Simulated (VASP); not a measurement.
The system is NaSrI3.

```xyz
5
Lattice="6.4937 0.0000 0.0000 0.0000 6.4937 0.0000 0.0000 0.0000 6.4937" Properties=species:S:1:pos:R:3 pbc="T T T"
Na    0.0000    0.0000    0.0000
Sr    3.2468    3.2468    3.2468
I     3.2468    3.2468    0.0000
I     3.2468    0.0000    3.2468
I     0.0000    3.2468    3.2468
```

This cell differs from its parent crystal: strain +1.5%.

Base run:

| Quantity | Value |
| --- | --- |
| Program | VASP 6.6.1 |
| Functional | r2SCAN |
| Potentials or basis | VASP PAW PBE potentials, release 64 (Na_pv, Sr_sv, I) |
| Cutoff | 520 eV |
| k mesh | 4 × 4 × 4 |
| Occupations | gaussian, width 0.01 eV |
| Spin | no spin polarisation |

Its results: band gap on the k mesh 3.10 eV, indirect (least direct gap 3.39 eV); pressure -0.5 GPa.

Problem. The run is repeated on the same cell with these changes: functional from r2SCAN to PBE; occupations from gaussian, width 0.01 eV to fermi-dirac, width 0.02 eV. What comes out?

Solution. Band gap on the k mesh 2.38 eV, indirect (least direct gap 2.65 eV); pressure -0.4 GPa.

Caveats: spin-orbit coupling is left out, which moves the levels of the heavy elements; the PAW data sets were made with another functional, which shifts forces and pressure a little (some runs).

A k mesh can miss the band edges.
